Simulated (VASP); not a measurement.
# Sn (Im-3m) in VASP: further runs

The runs below take Sn through single point, with PBEsol+D4.

Everything below comes from runs of VASP 6.6.1. Logs are shortened: lines on timing, memory, paths and dates and some standing lists are left out, and cuts for length are marked.

## (1) The cell of the first run

Symmetry: Im-3m, No. 229, cubic system. The conventional cell has a = 3.725 Å, b = 3.725 Å, c = 3.725 Å, α = 90.00°, β = 90.00°, γ = 90.00°. Sn (site symmetry m-3m) has 14 Sn at 3.23 to 3.73 Å within 4.2 Å.

## (2) Single point, PBEsol+D4

INCAR reads:

```
SYSTEM = Sn
ALGO     = Normal         ! electronic algorithm
EDIFF    = 1E-6           ! SCF threshold, eV
ENCUT    = 520            ! plane-wave cutoff, eV
GGA      = PS             ! functional
ISIF     = 2              ! what is computed and relaxed
ISMEAR   = -1             ! smearing method
IVDW     = 13             ! dispersion correction
LASPH    = .TRUE.         ! aspherical terms in the spheres
LCHARG   = .FALSE.        ! write CHGCAR
LREAL    = .FALSE.        ! projectors in reciprocal space
LWAVE    = .FALSE.        ! write WAVECAR
NBANDS   = 13             ! bands
NELM     = 60             ! most SCF steps
PREC     = Accurate       ! precision mode
SIGMA    = 0.15           ! smearing width, eV
```

KPOINTS reads:

```
k-points
0
G
  11 11 11
  0 0 0
```

POSCAR reads:

```
Sn
1.0
   -1.8625330493      1.8625330493      1.8625330493
    1.8625330493     -1.8625330493      1.8625330493
    1.8625330493      1.8625330493     -1.8625330493
Sn
1
Direct
    0.0000000000      0.0000000000      0.0000000000
```

Potentials or basis: VASP PAW PBE potentials, release 64 (Sn_d).

Launch:

```console
$ cat potpaw_PBE.64/Sn_d/POTCAR > POTCAR
$ mpirun -np 1 vasp_std > vasp.out
```

OUTCAR:

```text
SYSTEM = Sn
   EDIFF = 1E-6
   ENCUT = 520
   GGA = PS
   ISIF = 2
   ISMEAR = -1
   IVDW = 13
   LASPH = .TRUE.
   LREAL = .FALSE.
   NELM = 60
   PREC = Accurate

 ion  position               nearest neighbor table
   1  0.000  0.000  0.000-

  LATTYP: Found a body centered cubic cell.
 ALAT       =     3.7250660986

  Lattice vectors:

 A1 = (  -1.8625330493,   1.8625330493,   1.8625330493)
 A2 = (   1.8625330493,  -1.8625330493,   1.8625330493)
 A3 = (   1.8625330493,   1.8625330493,  -1.8625330493)

Analysis of symmetry for initial positions (statically):
=====================================================================
 Subroutine PRICEL returns:
 Original cell was already a primitive cell.

 Routine SETGRP: Setting up the symmetry group for a
 body centered cubic supercell.

 Subroutine GETGRP returns: Found 48 space group operations
 (whereof 48 operations were pure point group operations)
 out of a pool of 48 trial point group operations.

The static configuration has the point symmetry O_h .

Analysis of symmetry for dynamics (positions and initial velocities):
=====================================================================
 Subroutine PRICEL returns:
 Original cell was already a primitive cell.

 Routine SETGRP: Setting up the symmetry group for a
 body centered cubic supercell.

 Subroutine GETGRP returns: Found 48 space group operations
 (whereof 48 operations were pure point group operations)
 out of a pool of 48 trial point group operations.

The dynamic configuration has the point symmetry O_h .

 Subroutine INISYM returns: Found 48 space group operations
 (whereof 48 operations are pure point group operations),
 and found     1 'primitive' translations

----------------------------------------------------------------------------------------

                                     Primitive cell

  volume of cell :      25.8447

  direct lattice vectors                    reciprocal lattice vectors
    -1.862533049  1.862533049  1.862533049     0.000000000  0.268451612  0.268451612
     1.862533049 -1.862533049  1.862533049     0.268451612  0.000000000  0.268451612
     1.862533049  1.862533049 -1.862533049     0.268451612  0.268451612  0.000000000

  length of vectors
     3.226001872  3.226001872  3.226001872     0.379647911  0.379647911  0.379647911

  position of ions in fractional coordinates (direct lattice)
     0.000000000  0.000000000  0.000000000

  ion indices of the primitive-cell ions
   primitive index   ion index
                 1           1

----------------------------------------------------------------------------------------

 KPOINTS: k-points

Automatic generation of k-mesh.
 Grid dimensions read from file:
 generate k-points for:   11   11   11

 Generating k-lattice:

  Cartesian coordinates                     Fractional coordinates (reciprocal lattice)
     0.000000000  0.024404692  0.024404692     0.090909091  0.000000000  0.000000000
     0.024404692  0.000000000  0.024404692     0.000000000  0.090909091  0.000000000
     0.024404692  0.024404692  0.000000000     0.000000000  0.000000000  0.090909091

  Length of vectors
     0.034513446  0.034513446  0.034513446

  Shift w.r.t. Gamma in fractional coordinates (k-lattice)
     0.000000000  0.000000000  0.000000000

 Subroutine IBZKPT returns following result:
 ===========================================

 Found     56 irreducible k-points:

 Following reciprocal coordinates:
            Coordinates               Weight
  0.000000  0.000000  0.000000      1.000000
  0.090909  0.000000  0.000000     12.000000
  0.181818  0.000000  0.000000     12.000000
  0.272727  0.000000  0.000000     12.000000
  0.363636  0.000000  0.000000     12.000000
  0.454545  0.000000  0.000000     12.000000
[... 16 lines left out ...]
  0.272727  0.181818  0.090909     48.000000
  0.363636  0.181818  0.090909     24.000000
 [... further k-points ...]
   k-points           NKPTS =     56   k-points in BZ     NKDIM =     56   number of bands    NBANDS=     13
   number of dos      NEDOS =    301   number of ions     NIONS =      1
   total plane-waves  NPLWV =  13824
   dimension x,y,z NGX =    24 NGY =   24 NGZ =   24
   dimension x,y,z NGXF=    48 NGYF=   48 NGZF=   48
   ions per type =               1
   NGX,Y,Z   is equivalent  to a cutoff of  12.37, 12.37, 12.37 a.u.
   NGXF,Y,Z  is equivalent  to a cutoff of  24.74, 24.74, 24.74 a.u.
 SYSTEM =  Sn
   PREC   = accura    normal or accurate (medium, high low for compatibility)
   ISTART =      0    job   : 0-new  1-cont  2-samecut
   ICHARG =      2    charge: 1-file 2-atom 10-const
   ISPIN  =      1    spin polarized calculation?
   LNONCOLLINEAR =      F non collinear calculations
   LSORBIT =      F    spin-orbit coupling
   LASPH  =      T    aspherical Exc in radial PAW
   ENCUT  =  520.0 eV  38.22 Ry    6.18 a.u.   6.00  6.00  6.00*2*pi/ulx,y,z
   NELM   =     60;   NELMIN=  2; NELMDL= -5     # of ELM steps
   EDIFF  = 0.1E-05   stopping-criterion for ELM
   LREAL  =      F    real-space projection
   EDIFFG = 0.1E-04   stopping-criterion for IOM
   NSW    =      0    number of steps for IOM
   IBRION =     -1    ionic relax: 0-MD 1-quasi-New 2-CG
   NFREE  =      0    steps in history (QN), initial steepest desc. (CG)
   ISIF   =      2    stress and relaxation
   ISYM   =      2    0-nonsym 1-usesym 2-fastsym
   POTIM  = 0.5000    time-step for ionic-motion
   TEBEG  =    0.0;   TEEND  =   0.0 temperature during run
   PSTRESS=    0.0 pullay stress
   NELECT =      14.0000    total number of electrons
   NUPDOWN=      -1.0000    fix difference up-down
   EMIN   =  10.00;   EMAX   =-10.00  energy-range for DOS
   EFERMI =   0.00;   METHOD = LEGACY
   ISMEAR =    -1;   SIGMA  =   0.15  broadening in eV -4-tet -1-fermi 0-gaus
   EFERMI_NEDOS =   21; number of points for ismear=-14 and -15
   IALGO  =     38    algorithm
   IMIX   =      4    mixing-type and parameters
     AMIX     =   0.40;   BMIX     =  1.00
     AMIX_MAG =   1.60;   BMIX_MAG =  1.00
  volume/ion in A,a.u.               =      25.84       174.41
  Fermi-wavevector in a.u.,A,eV,Ry     =   1.334525  2.521887 24.231407  1.780958
  Thomas-Fermi vector in A             =   2.463300
   LORBIT       =      0    0 simple, 1 ext, 2 COOP (PROOUT), +10 PAW based schemes
   GGA     = PS    functional components
   LHFCALC =     F    Hartree Fock is set to
   AEXX    =    0.0000 exact exchange contribution
   IVDW    =    13    specifies the selected vdW correction
   LEPSILON=     F    determine dielectric tensor
   LRPA    =     F    only Hartree local field effects (RPA)
 non-spin polarized calculation
  energy-cutoff  :      520.00
  volume of cell :       25.84
 maximum number of plane-waves:       711
   NGX = 11   NGY = 11   NGZ = 11

 number of electron      13.9999992 magnetization

 Free energy of the ion-electron system (eV)
  ---------------------------------------------------
  ext. energy  EPLUGINS =         0.00000000
  ---------------------------------------------------
  free energy    TOTEN  =        -4.24342705 eV

  energy without entropy =       -4.19753435  energy(sigma->0) =       -4.22048070

 E-fermi :   8.5431     XC(G=0): -10.7435

 val. band max:        8.4020061063   @ k =   0.3636   0.1818   0.0909
 cond. band min:       8.5439434034   @ k =  -0.4545   0.4545   0.3636
 fundamental gap:      0.1419372971
 Fermi energy:         8.5430798706

 k-point     1 :       0.0000    0.0000    0.0000
  band No.  band energies     occupation
      1     -12.9220      2.00000
      2     -12.9220      2.00000
      3     -12.9220      2.00000
      4     -12.7591      2.00000
      5     -12.7591      2.00000
      6      -2.9226      2.00000
      7      16.9808      0.00000
      8      16.9808      0.00000
      9      16.9808      0.00000
     10      20.7769      0.00000
     11      20.7769      0.00000
     12      20.7769      0.00000
     13      21.6867      0.00000

 k-point     2 :       0.0909    0.0000    0.0000
  band No.  band energies     occupation
      1     -12.9264      2.00000
      2     -12.9159      2.00000
      3     -12.9017      2.00000
      4     -12.7640      2.00000
      5     -12.7597      2.00000
      6      -2.7344      2.00000
      7      15.4070      0.00000
      8      16.2483      0.00000
      9      16.7038      0.00000
     10      19.4045      0.00000
     11      19.7407      0.00000
     12      20.4947      0.00000
     13      22.3711      0.00000

 k-point     3 :       0.1818    0.0000    0.0000
  band No.  band energies     occupation
      1     -12.9381      2.00000
      2     -12.9024      2.00000
      3     -12.8471      2.00000
      4     -12.7749      2.00000
      5     -12.7611      2.00000
      6      -2.1685      2.00000
      7      12.4364      0.00000
      8      14.9229      0.00000
      9      15.9826      0.00000
     10      18.3259      0.00000
     11      18.6514      0.00000
     12      20.6251      0.00000
     13      22.8425      0.00000

 k-point     4 :       0.2727    0.0000    0.0000
  band No.  band energies     occupation
      1     -12.9535      2.00000
      2     -12.8940      2.00000
      3     -12.7813      2.00000
      4     -12.7744      2.00000
      5     -12.7628      2.00000
      6      -1.2240      2.00000
      7       9.4236      0.00563
      8      13.7144      0.00000
      9      15.1695      0.00000
     10      17.5643      0.00000
     11      17.8355      0.00000
     12      21.3859      0.00000
     13      23.3994      0.00000

 k-point     5 :       0.3636    0.0000    0.0000
  band No.  band energies     occupation
      1     -12.9676      2.00000
      2     -12.8983      2.00000
      3     -12.7765      2.00000
      4     -12.7644      2.00000
      5     -12.7065      2.00000
      6       0.0844      2.00000
      7       6.6753      1.99999
      8      12.8384      0.00000
      9      14.5371      0.00000
     10      17.0732      0.00000
     11      17.2969      0.00000
     12      22.5526      0.00000
     13      24.0785      0.00000
[... 257 lines left out ...]
 k-point    22 :       0.1818    0.1818    0.0909
  band No.  band energies     occupation
      1     -12.9358      2.00000
      2     -12.9011      2.00000
      3     -12.7744      2.00000
      4     -12.7682      2.00000
      5     -12.7299      2.00000
      6       0.2660      2.00000
      7       7.9882      1.95171
      8       9.8915      0.00025
      9      11.5067      0.00000
     10      21.3403      0.00000
     11      21.7412      0.00000
     12      23.1761      0.00000
     13      24.4446      0.00000

 k-point    23 :       0.2727    0.1818    0.0909
  band No.  band energies     occupation
      1     -12.9381      2.00000
      2     -12.8766      2.00000
      3     -12.7712      2.00000
      4     -12.7691      2.00000
      5     -12.7247      2.00000
      6       1.6678      2.00000
      7       6.1560      2.00000
      8       8.7194      0.47169
      9      10.9307      0.00000
     10      21.2527      0.00000
     11      22.7545      0.00000
     12      23.4460      0.00000
     13      25.6164      0.00000

 k-point    24 :       0.3636    0.1818    0.0909
  band No.  band energies     occupation
      1     -12.9393      2.00000
      2     -12.8647      2.00000
      3     -12.7700      2.00000
      4     -12.7659      2.00000
      5     -12.7288      2.00000
      6       2.7294      2.00000
      7       4.8632      2.00000
      8       8.4020      1.43840
      9      10.7443      0.00000
     10      21.1418      0.00000
     11      22.9994      0.00000
     12      24.3362      0.00000
     13      24.7277      0.00000

 [... further k-points ...]

------------------------ aborting loop because EDIFF is reached ----------------------------------------

  DFT-D4 for vdW energy calculation

  Edisp (eV):   -0.25841

  FORCE on cell =-STRESS in cart. coord.  units (eV):
  Direction    XX          YY          ZZ          XY          YZ          ZX
  --------------------------------------------------------------------------------------
  -------------------------------------------------------------------------------------
  Total      -0.10314    -0.10314    -0.10314    -0.00000     0.00000     0.00000
  in kB      -6.39384    -6.39384    -6.39384    -0.00000     0.00000     0.00000
  external pressure =       -6.39 kB  Pullay stress =        0.00 kB

 VOLUME and BASIS-vectors are now :
 -----------------------------------------------------------------------------
  energy-cutoff  :      520.00
  volume of cell :       25.84
      direct lattice vectors                 reciprocal lattice vectors
    -1.862533049  1.862533049  1.862533049     0.000000000  0.268451612  0.268451612
     1.862533049 -1.862533049  1.862533049     0.268451612  0.000000000  0.268451612
     1.862533049  1.862533049 -1.862533049     0.268451612  0.268451612  0.000000000

 POSITION                                       TOTAL-FORCE (eV/Angst)
 -----------------------------------------------------------------------------------
      0.00000      0.00000      0.00000        -0.000000     -0.000000      0.000000
 -----------------------------------------------------------------------------------
    total drift:                               -0.000000      0.000000      0.000000

  FREE ENERGIE OF THE ION-ELECTRON SYSTEM (eV)
  ---------------------------------------------------
  free  energy   TOTEN  =        -4.5018350854 eV

  energy  without entropy=       -4.4559423873  energy(sigma->0) =       -4.47888874
```

Run time: 5.9 s. Hardware: 1 thread of Intel Xeon 6975P-C (Granite Rapids), shared host; peak memory 0.14 GiB.

Results:

```yaml
Free_energy: -4.5018 eV
Pressure: -0.6 GPa
Band_gap_on_the_k_mesh: zero (band 7 reaches 16.98 eV, above the bottom of band 8 at 6.00 eV)
Dispersion_energy_per_atom: -0.258 eV
```

Levels at points of the mesh, in eV from the Fermi level:
| k point | band 4 | band 5 | band 6 | band 7 | band 8 | band 9 | band 10 | band 11 |
| --- | --- | --- | --- | --- | --- | --- | --- | --- |
| (0.00, 0.00, 0.00) | -21.30 | -21.30 | -11.47 | 8.44 | 8.44 | 8.44 | 12.23 | 12.23 |

Caveat: the PAW data sets were made with another functional, which shifts forces and pressure a little; spin-orbit coupling is left out, which moves the levels of the heavy elements; pairwise dispersion overbinds metals, which lowers pressure and volume.

## (3) Single point, PBEsol+D4

This run uses another cell than the first one, of 26.66 Å³/atom, 1.032 times its volume.

INCAR reads:

```
ALGO = Normal
EDIFF = 1E-7
ENCUT = 520
GGA = PS
ISIF = 2
ISMEAR = -1
IVDW = 13
LASPH = True
LCHARG = False
LREAL = False
LWAVE = False
NBANDS = 13
NELM = 100
PREC = Accurate
SIGMA = 0.15
```

KPOINTS reads:

```
k-points
0
Gamma
  11 11 11
```

POSCAR reads:

```
Sn
1.0
   -1.8819358316      1.8819358316      1.8819358316
    1.8819358316     -1.8819358316      1.8819358316
    1.8819358316      1.8819358316     -1.8819358316
Sn
1
Direct
    0.0000000000      0.0000000000      0.0000000000
```

Potentials or basis: VASP PAW PBE potentials, release 64 (Sn_d).

Launch:

```console
$ cat potpaw_PBE.64/Sn_d/POTCAR > POTCAR
$ mpirun -np 1 vasp_std > vasp.out
```

Run time: 5.4 s. Hardware: 1 thread of Intel Xeon 6975P-C (Granite Rapids), shared host; peak memory 0.14 GiB.

The run converged. Its results:

- Free energy: -4.4946 eV
- Pressure: -2.3 GPa
- Band gap on the k mesh: zero (band 7 reaches 16.29 eV, above the bottom of band 8 at 5.72 eV)
- Dispersion energy per atom: -0.251 eV

Levels at points of the mesh, in eV from the Fermi level:
```csv
k point,band 3,band 4,band 5,band 6,band 7,band 8,band 9,band 10,band 11,band 12
"(0.00, 0.00, 0.00)",-21.45,-21.30,-21.30,-11.23,8.14,8.14,8.14,12.17,12.17,12.17
```

Caveat: the PAW data sets were made with another functional, which shifts forces and pressure a little; spin-orbit coupling is left out, which moves the levels of the heavy elements; pairwise dispersion overbinds metals, which lowers pressure and volume.

## (4) Single point, PBEsol+D4

This run uses another cell than the first one, of 27.48 Å³/atom, 1.063 times its volume.

INCAR reads:

```
ALGO     = Normal         # electronic algorithm
EDIFF    = 1E-6           # SCF threshold, eV
ENCUT    = 520            # plane-wave cutoff, eV
GGA      = PS             # functional
ISIF     = 2              # what is computed and relaxed
ISMEAR   = -1             # smearing method
IVDW     = 13             # dispersion correction
LASPH    = T              # aspherical terms in the spheres
LCHARG   = F              # write CHGCAR
LREAL    = F              # projectors in reciprocal space
LWAVE    = F              # write WAVECAR
NBANDS   = 13             # bands
NELM     = 60             # most SCF steps
PREC     = Accurate       # precision mode
SIGMA    = 0.15           # smearing width, eV
```

KPOINTS is that of step 3.

POSCAR reads:

```
Sn
1.0
   -1.9009465712      1.9009465712      1.9009465712
    1.9009465712     -1.9009465712      1.9009465712
    1.9009465712      1.9009465712     -1.9009465712
Sn
1
Direct
    0.0000000000      0.0000000000      0.0000000000
```

Launch:

```console
$ cat potpaw_PBE.64/Sn_d/POTCAR > POTCAR
$ mpirun -np 1 vasp_std > vasp.out
```

It took 4.7 s on 1 thread of Intel Xeon 6975P-C (Granite Rapids), shared host; peak memory 0.14 GiB.

Results (log left out):

- Free energy: -4.4797 eV
- Pressure: -3.6 GPa
- Band gap on the k mesh: zero (band 7 reaches 15.65 eV, above the bottom of band 8 at 5.45 eV)
- Dispersion energy per atom: -0.243 eV

Levels at points of the mesh, in eV from the Fermi level:
| k point | band 4 | band 5 | band 6 | band 7 | band 8 | band 9 | band 10 | band 11 |
| --- | --- | --- | --- | --- | --- | --- | --- | --- |
| (0.00, 0.00, 0.00) | -21.30 | -21.30 | -11.02 | 7.85 | 7.85 | 7.85 | 12.10 | 12.10 |

Caveat: the PAW data sets were made with another functional, which shifts forces and pressure a little; spin-orbit coupling is left out, which moves the levels of the heavy elements; pairwise dispersion overbinds metals, which lowers pressure and volume.

(Part 1 of 2 ends here.)
